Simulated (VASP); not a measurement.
A run of VASP 6.6.1 is set up as follows.

File INCAR:

```
SYSTEM = Al3Cu2
ALGO = Fast
EDIFF = 1E-6
ENCUT = 520
GGA = PS
ISIF = 2
ISMEAR = 0
LASPH = .TRUE.
LCHARG = .TRUE.
LELF = .TRUE.
LREAL = .FALSE.
LVHAR = .TRUE.
LWAVE = .FALSE.
NBANDS = 24
NELM = 100
PREC = Accurate
SIGMA = 0.1
```

File KPOINTS:

```
k-points
0
G
  12 12 8
  0 0 0
```

The input POSCAR:

```
Al3Cu2
1.0
    4.0166138820      0.0000000000      0.0000000000
   -2.0083069410      3.4784896590      0.0000000000
    0.0000000000      0.0000000000      5.0297521931
Al Cu
3 2
Direct
    0.0000000000      0.0000000000      0.0000000000
    0.3333333333      0.6666666667      0.3510375935
    0.6666666667      0.3333333333      0.6489624065
    0.3333333333      0.6666666667      0.8396974561
    0.6666666667      0.3333333333      0.1603025439
```

Potentials or basis: VASP PAW PBE potentials, release 64 (Al, Cu).

Launch:

```console
$ cat potpaw_PBE.64/Al/POTCAR potpaw_PBE.64/Cu/POTCAR > POTCAR
$ mpirun -np 1 vasp_std > vasp.out
```

**Question.** Estimate the largest force.

**Answer.** 0.008 eV/Å.

**Question.** Predict the pressure.

**Answer.** 4.1 GPa.

Forces on the atoms (eV/Å):
```
Al   0.000  0.000  0.000
Al   0.000  0.000  0.008
Al   0.000  0.000 -0.008
Cu   0.000  0.000 -0.002
Cu   0.000  0.000  0.002
```

Caveat: the cell differs from its parent crystal (biaxial strain in the a-b plane: -2.0 %, then relaxed in part); the PAW data sets were made with another functional, which shifts forces and pressure a little.
